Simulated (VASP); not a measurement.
# TaN in VASP: further runs

TaN is run at these levels: PBEsol; tasks: single point, relaxation of cell and atoms.

Everything below comes from runs of VASP 6.6.1. Logs are shortened: lines on timing, memory, paths and dates and some standing lists are left out, and cuts for length are marked.

## (1) The cell of the first run

Symmetry: P6/mmm, No. 191, hexagonal system. The conventional cell has a = 5.185 Å, b = 5.185 Å, c = 2.908 Å, α = 90.00°, β = 90.00°, γ = 120.00°. Ta (site symmetry 6/mmm) has 6 N at 2.59 Å and 14 Ta at 2.91 to 3.33 Å within 3.4 Å. Within 3.0 Å of Ta (site symmetry -6m2) lie 6 N at 2.09 Å and 5 Ta at 2.91 to 2.99 Å. Within 3.0 Å of N (site symmetry mmm) lie 6 Ta at 2.09 to 2.59 Å and 6 N at 2.59 to 2.91 Å.

## (2) Single point, PBEsol, collinear spin

INCAR reads:

```
PREC = Accurate ; ENCUT = 600
EDIFF = 1E-6 ; ISMEAR = 0
SIGMA = 0.1 ; LREAL = False
LASPH = True ; NELM = 200
ALGO = Normal ; ISIF = 2
LWAVE = False ; LCHARG = False
ISPIN = 2 ; MAGMOM = 1 1 1 0 0 0
LORBIT = 11 ; LMAXMIX = 4
GGA = PS ; NBANDS = 40
GGA_COMPAT = False
```

KPOINTS reads:

```
Automatic mesh
0
Gamma
  6 6 6
```

POSCAR reads:

```
TaN
1.0
    5.1849992558      0.0000000000      0.0000000000
   -2.5924996279      4.4903410741      0.0000000000
    0.0000000000      0.0000000000      2.9080000000
Ta N
3 3
Direct
    0.0000000000      0.0000000000      0.0000000000
    0.3333333333      0.6666666667      0.5000000000
    0.6666666667      0.3333333333      0.5000000000
    0.5000000000      0.0000000000      0.0000000000
    0.5000000000      0.5000000000      0.0000000000
    0.0000000000      0.5000000000      0.0000000000
```

Potentials or basis: VASP PAW PBE potentials, release 64 (Ta_sv_GW, N).

Started as:

```console
$ cat potpaw_PBE.64/Ta_sv_GW/POTCAR potpaw_PBE.64/N/POTCAR > POTCAR
$ mpirun -np 1 vasp_std > vasp.out
```

OUTCAR:

```text
PREC = Accurate
   ENCUT = 600
   EDIFF = 1E-6
   ISMEAR = 0
   LREAL = False
   LASPH = True
   NELM = 200
   ISIF = 2
   ISPIN = 2
   LORBIT = 11
   GGA = PS

 ion  position               nearest neighbor table
   1  0.000  0.000  0.000-
   2  0.333  0.667  0.500-   4 2.09   4 2.09   6 2.09   6 2.09   5 2.09   5 2.09   3 2.99   3 2.99
                             3 2.99
   3  0.667  0.333  0.500-   4 2.09   4 2.09   6 2.09   6 2.09   5 2.09   5 2.09   2 2.99   2 2.99
                             2 2.99
   4  0.500  0.000  0.000-   2 2.09   3 2.09   2 2.09   3 2.09
   5  0.500  0.500  0.000-   2 2.09   3 2.09   2 2.09   3 2.09
   6  0.000  0.500  0.000-   2 2.09   3 2.09   2 2.09   3 2.09

  LATTYP: Found a hexagonal cell.
 ALAT       =     5.1849992558
 C/A-ratio  =     0.5608486822

  Lattice vectors:

 A1 = (   5.1849992558,   0.0000000000,   0.0000000000)
 A2 = (  -2.5924996279,   4.4903410741,   0.0000000000)
 A3 = (   0.0000000000,   0.0000000000,   2.9080000000)

Analysis of symmetry for initial positions (statically):
=====================================================================
 Subroutine PRICEL returns:
 Original cell was already a primitive cell.

 Routine SETGRP: Setting up the symmetry group for a
 hexagonal supercell.

 Subroutine GETGRP returns: Found 24 space group operations
 (whereof 24 operations were pure point group operations)
 out of a pool of 24 trial point group operations.

The static configuration has the point symmetry D_6h.

Analysis of symmetry for dynamics (positions and initial velocities):
=====================================================================
 Subroutine PRICEL returns:
 Original cell was already a primitive cell.

 Routine SETGRP: Setting up the symmetry group for a
 hexagonal supercell.

 Subroutine GETGRP returns: Found 24 space group operations
 (whereof 24 operations were pure point group operations)
 out of a pool of 24 trial point group operations.

The dynamic configuration has the point symmetry D_6h.

Analysis of structural, dynamic, and magnetic symmetry:
=====================================================================
 Subroutine PRICEL returns:
 Original cell was already a primitive cell.

 Routine SETGRP: Setting up the symmetry group for a
 hexagonal supercell.

 Subroutine GETGRP returns: Found 24 space group operations
 (whereof 24 operations were pure point group operations)
 out of a pool of 24 trial point group operations.

The overall configuration has the point symmetry D_6h.

 Subroutine INISYM returns: Found 24 space group operations
 (whereof 24 operations are pure point group operations),
 and found     1 'primitive' translations

----------------------------------------------------------------------------------------

                                     Primitive cell

  volume of cell :      67.7053

  direct lattice vectors                    reciprocal lattice vectors
     5.184999256  0.000000000  0.000000000     0.192864059  0.111350116  0.000000000
    -2.592499628  4.490341074  0.000000000     0.000000000  0.222700232  0.000000000
     0.000000000  0.000000000  2.908000000     0.000000000  0.000000000  0.343878955

  length of vectors
     5.184999256  5.184999256  2.908000000     0.222700232  0.222700232  0.343878955

  position of ions in fractional coordinates (direct lattice)
     0.000000000  0.000000000  0.000000000
     0.333333333  0.666666667  0.500000000
     0.666666667  0.333333333  0.500000000
     0.500000000  0.000000000  0.000000000
     0.500000000  0.500000000  0.000000000
     0.000000000  0.500000000  0.000000000

  ion indices of the primitive-cell ions
   primitive index   ion index
                 1           1
                 2           2
                 3           3
                 4           4
                 5           5
                 6           6

----------------------------------------------------------------------------------------

 KPOINTS: Automatic mesh

Automatic generation of k-mesh.
 Grid dimensions read from file:
 generate k-points for:    6    6    6

 Generating k-lattice:

  Cartesian coordinates                     Fractional coordinates (reciprocal lattice)
     0.032144010  0.018558353  0.000000000     0.166666667  0.000000000  0.000000000
     0.000000000  0.037116705  0.000000000     0.000000000  0.166666667  0.000000000
     0.000000000  0.000000000  0.057313159     0.000000000  0.000000000  0.166666667

  Length of vectors
     0.037116705  0.037116705  0.057313159

  Shift w.r.t. Gamma in fractional coordinates (k-lattice)
     0.000000000  0.000000000  0.000000000

 Subroutine IBZKPT returns following result:
 ===========================================

 Found     28 irreducible k-points:

 Following reciprocal coordinates:
            Coordinates               Weight
  0.000000  0.000000  0.000000      1.000000
  0.166667 -0.000000  0.000000      6.000000
  0.333333  0.000000  0.000000      6.000000
  0.500000  0.000000  0.000000      3.000000
  0.166667  0.166667  0.000000      6.000000
  0.333333  0.166667  0.000000     12.000000
[... 16 lines left out ...]
  0.166667 -0.000000  0.500000      6.000000
  0.333333  0.000000  0.500000      6.000000
 [... further k-points ...]
   k-points           NKPTS =     28   k-points in BZ     NKDIM =     28   number of bands    NBANDS=     40
   number of dos      NEDOS =    301   number of ions     NIONS =      6
   total plane-waves  NPLWV =  42336
   dimension x,y,z NGX =    42 NGY =   42 NGZ =   24
   dimension x,y,z NGXF=    84 NGYF=   84 NGZF=   48
   ions per type =               3   3
   NGX,Y,Z   is equivalent  to a cutoff of  13.47, 13.47, 13.72 a.u.
   NGXF,Y,Z  is equivalent  to a cutoff of  26.93, 26.93, 27.44 a.u.
 SYSTEM =  unknown system
   PREC   = accura    normal or accurate (medium, high low for compatibility)
   ISTART =      0    job   : 0-new  1-cont  2-samecut
   ICHARG =      2    charge: 1-file 2-atom 10-const
   ISPIN  =      2    spin polarized calculation?
   LNONCOLLINEAR =      F non collinear calculations
   LSORBIT =      F    spin-orbit coupling
   LASPH  =      T    aspherical Exc in radial PAW
   ENCUT  =  600.0 eV  44.10 Ry    6.64 a.u.  10.36 10.36  5.81*2*pi/ulx,y,z
   NELM   =    200;   NELMIN=  2; NELMDL= -5     # of ELM steps
   EDIFF  = 0.1E-05   stopping-criterion for ELM
   LREAL  =      F    real-space projection
   EDIFFG = 0.1E-04   stopping-criterion for IOM
   NSW    =      0    number of steps for IOM
   IBRION =     -1    ionic relax: 0-MD 1-quasi-New 2-CG
   NFREE  =      0    steps in history (QN), initial steepest desc. (CG)
   ISIF   =      2    stress and relaxation
   ISYM   =      2    0-nonsym 1-usesym 2-fastsym
   POTIM  = 0.5000    time-step for ionic-motion
   TEBEG  =    0.0;   TEEND  =   0.0 temperature during run
   PSTRESS=    0.0 pullay stress
   NELECT =      54.0000    total number of electrons
   NUPDOWN=      -1.0000    fix difference up-down
   EMIN   =  10.00;   EMAX   =-10.00  energy-range for DOS
   EFERMI =   0.00;   METHOD = LEGACY
   ISMEAR =     0;   SIGMA  =   0.10  broadening in eV -4-tet -1-fermi 0-gaus
   EFERMI_NEDOS =   21; number of points for ismear=-14 and -15
   IALGO  =     38    algorithm
   IMIX   =      4    mixing-type and parameters
     AMIX     =   0.40;   BMIX     =  1.00
     AMIX_MAG =   1.60;   BMIX_MAG =  1.00
  volume/ion in A,a.u.               =      11.28        76.15
  Fermi-wavevector in a.u.,A,eV,Ry     =   1.518210  2.869002 31.360920  2.304963
  Thomas-Fermi vector in A             =   2.627362
   LORBIT       =     11    0 simple, 1 ext, 2 COOP (PROOUT), +10 PAW based schemes
   GGA     = PS    functional components
   LHFCALC =     F    Hartree Fock is set to
   AEXX    =    0.0000 exact exchange contribution
   IVDW    =     0    specifies the selected vdW correction
   LEPSILON=     F    determine dielectric tensor
   LRPA    =     F    only Hartree local field effects (RPA)
 spin polarized calculation
 Gauss-broadening in eV      SIGMA  =   0.10
  energy-cutoff  :      600.00
  volume of cell :       67.71
 maximum number of plane-waves:      2296
 NGX is ok and might be reduce to    42
   NGX = 21   NGY = 21   NGZ = 11

 number of electron      53.9999996 magnetization      -0.0001298

 number of electron      53.9999996 magnetization       0.0000455

 Free energy of the ion-electron system (eV)
  ---------------------------------------------------
  ext. energy  EPLUGINS =         0.00000000
  ---------------------------------------------------
  free energy    TOTEN  =       -76.30155015 eV

  energy without entropy =      -76.29740719  energy(sigma->0) =      -76.29947867

 E-fermi :  12.0716     XC(G=0): -13.5529

 val. band max:       11.9509653926   @ k =   0.5000   0.0000   0.1667
 cond. band min:      12.1183233914   @ k =   0.1667  -0.0000   0.1667
 fundamental gap:      0.1673579989
 Fermi energy:        12.0716404900

 spin component 1

 k-point     1 :       0.0000    0.0000    0.0000
  band No.  band energies     occupation
      1     -57.1407      1.00000
      2     -57.0917      1.00000
      3     -56.8674      1.00000
      4     -24.0128      1.00000
      5     -24.0128      1.00000
      6     -23.6346      1.00000
[... 31 lines left out ...]
     38      15.7749      0.00000
     39      20.1217      0.00000

 k-point     2 :       0.1667   -0.0000    0.0000
  band No.  band energies     occupation
      1     -57.1378      1.00000
      2     -57.0946      1.00000
      3     -56.8676      1.00000
      4     -24.0352      1.00000
      5     -24.0021      1.00000
      6     -23.6084      1.00000
[... 913 lines left out ...]
     38      17.5592      0.00000
     39      20.0078      0.00000

 k-point    24 :       0.3333    0.0000    0.5000
  band No.  band energies     occupation
      1     -57.0824      1.00000
      2     -57.0556      1.00000
      3     -56.8303      1.00000
      4     -24.2977      1.00000
      5     -24.1500      1.00000
      6     -23.8704      1.00000
[... 31 lines left out ...]
     38      18.3149      0.00000
     39      19.7370      0.00000

 [... further k-points ...]

 spin component 2

 k-point     1 :       0.0000    0.0000    0.0000
  band No.  band energies     occupation
      1     -57.1406      1.00000
      2     -57.0916      1.00000
      3     -56.8673      1.00000
      4     -24.0128      1.00000
      5     -24.0128      1.00000
      6     -23.6346      1.00000
[... 31 lines left out ...]
     38      15.7749      0.00000
     39      20.1217      0.00000

 k-point     2 :       0.1667   -0.0000    0.0000
  band No.  band energies     occupation
      1     -57.1377      1.00000
      2     -57.0945      1.00000
      3     -56.8676      1.00000
      4     -24.0351      1.00000
      5     -24.0021      1.00000
      6     -23.6084      1.00000
[... 913 lines left out ...]
     38      17.5592      0.00000
     39      20.0078      0.00000

 k-point    24 :       0.3333    0.0000    0.5000
  band No.  band energies     occupation
      1     -57.0823      1.00000
      2     -57.0555      1.00000
      3     -56.8303      1.00000
      4     -24.2977      1.00000
      5     -24.1500      1.00000
      6     -23.8704      1.00000
[... 31 lines left out ...]
     38      18.3149      0.00000
     39      19.7370      0.00000

 [... further k-points ...]

 [bands above 39 left out]

------------------------ aborting loop because EDIFF is reached ----------------------------------------

  FORCE on cell =-STRESS in cart. coord.  units (eV):
  Direction    XX          YY          ZZ          XY          YZ          ZX
  --------------------------------------------------------------------------------------
  -------------------------------------------------------------------------------------
  Total        1.2545460      1.2545460      0.1646614      0.0000000      0.0000000      0.0000000
  in kB       29.6875759     29.6875759      3.8965473      0.0000000      0.0000000      0.0000000
  external PRESSURE =      21.0905664 kB  Pullay stress =       0.0000000 kB

 VOLUME and BASIS-vectors are now :
 -----------------------------------------------------------------------------
  energy-cutoff  :      600.00
  volume of cell :       67.71
      direct lattice vectors                 reciprocal lattice vectors
     5.184999256  0.000000000  0.000000000     0.192864059  0.111350116  0.000000000
    -2.592499628  4.490341074  0.000000000     0.000000000  0.222700232  0.000000000
     0.000000000  0.000000000  2.908000000     0.000000000  0.000000000  0.343878955

 POSITION                                       TOTAL-FORCE (eV/Angst)
 -----------------------------------------------------------------------------------
      0.00000      0.00000      0.00000        -0.000000      0.000000     -0.000000
     -0.00000      2.99356      1.45400        -0.000000      0.000000      0.000000
      2.59250      1.49678      1.45400         0.000000      0.000000     -0.000000
      2.59250      0.00000      0.00000        -0.000000      0.000000     -0.000000
      1.29625      2.24517      0.00000        -0.000000      0.000000     -0.000000
     -1.29625      2.24517      0.00000        -0.000000      0.000000     -0.000000
 -----------------------------------------------------------------------------------
    total drift:                               -0.000000      0.000000     -0.000000

  FREE ENERGIE OF THE ION-ELECTRON SYSTEM (eV)
  ---------------------------------------------------
  free  energy   TOTEN  =       -76.3015501547 eV

  energy  without entropy=      -76.2974071935  energy(sigma->0) =      -76.29947867

 total charge

# of ion       s       p       d       f       tot
--------------------------------------------------
    1        3.203   6.013   2.213   0.033  11.462
    2        3.294   6.079   2.389   0.184  11.945
    3        3.294   6.079   2.389   0.184  11.945
    4        1.241   2.540   0.000   0.000   3.782
    5        1.241   2.540   0.000   0.000   3.782
    6        1.241   2.540   0.000   0.000   3.782
--------------------------------------------------
tot         13.514  25.792   6.991   0.400  46.697

 magnetization (x)

# of ion       s       p       d       f       tot
--------------------------------------------------
    1       -0.000  -0.000  -0.000  -0.000  -0.000
    2       -0.000  -0.000   0.000   0.000  -0.000
    3       -0.000  -0.000   0.000   0.000  -0.000
    4       -0.000  -0.000   0.000   0.000  -0.000
    5       -0.000  -0.000   0.000   0.000  -0.000
    6       -0.000  -0.000   0.000   0.000  -0.000
--------------------------------------------------
tot         -0.000  -0.000   0.000   0.000  -0.000
```

Wall time 2 min (1 thread of AMD EPYC 9R45 (Zen 5), shared host); peak memory 0.28 GiB.

Results:

| Item | Value |
| --- | --- |
| Free energy | -76.3016 eV |
| Pressure | 2.1 GPa |
| Band gap on the k mesh | zero (filled and empty bands overlap) |
| Net moment | 0.00 μB per cell |
| Valence electrons inside the program's atomic spheres | Ta 11.46, 11.95 (each value once); N 3.78 |

Stress tensor (GPa, compression positive):
```
2.97 0.00 0.00
0.00 2.97 0.00
0.00 0.00 0.39
```

Caveat: the k points lie up to 0.36 Å⁻¹ apart, too coarse for converged energies and pressures of a metal; the PAW data sets were made with another functional, which shifts forces and pressure a little; spin-orbit coupling is left out, which moves the levels of the heavy elements.

[end of part 1 of 2]
